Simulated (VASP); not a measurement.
A run of VASP 6.6.1:

File INCAR:

```
SYSTEM = Sr4O
ALGO = Normal ; EDIFF = 1E-6
ENCUT = 520 ; GGA = PE
ISIF = 2 ; ISMEAR = 0
LASPH = .TRUE. ; LCHARG = .FALSE.
LREAL = .FALSE. ; LWAVE = .FALSE.
NBANDS = 31 ; NELM = 100
PREC = Accurate ; SIGMA = 0.1
```

KPOINTS

```
k-points
0
G
  4 4 4
  0 0 0
```

The input POSCAR:

```
Sr4O
1.0
    6.1283528041      0.0000000000      0.0000000000
    0.0000000000      6.1283528041      0.0000000000
    0.0000000000      0.0000000000      6.1283528041
Sr O
4 1
Direct
    0.2245233711      0.2245233711      0.2245233711
    0.7754766289      0.7754766289      0.2245233711
    0.7754766289      0.2245233711      0.7754766289
    0.2245233711      0.7754766289      0.7754766289
    0.0000000000      0.0000000000      0.0000000000
```

Potentials or basis: VASP PAW PBE potentials, release 64 (Sr_sv, O).

Command:

```console
$ cat potpaw_PBE.64/Sr_sv/POTCAR potpaw_PBE.64/O/POTCAR > POTCAR
$ mpirun -np 1 vasp_std > vasp.out
```

Hardware: 1 thread of AMD EPYC 9R14 (Zen 4), with other jobs on the host.

Question: How long does it take, and how much memory?

Answer: Wall time 46 s on 1 thread of AMD EPYC 9R14 (Zen 4) (shared host), peak memory 0.31 GiB. Counts: scf iterations 13, k points 10.
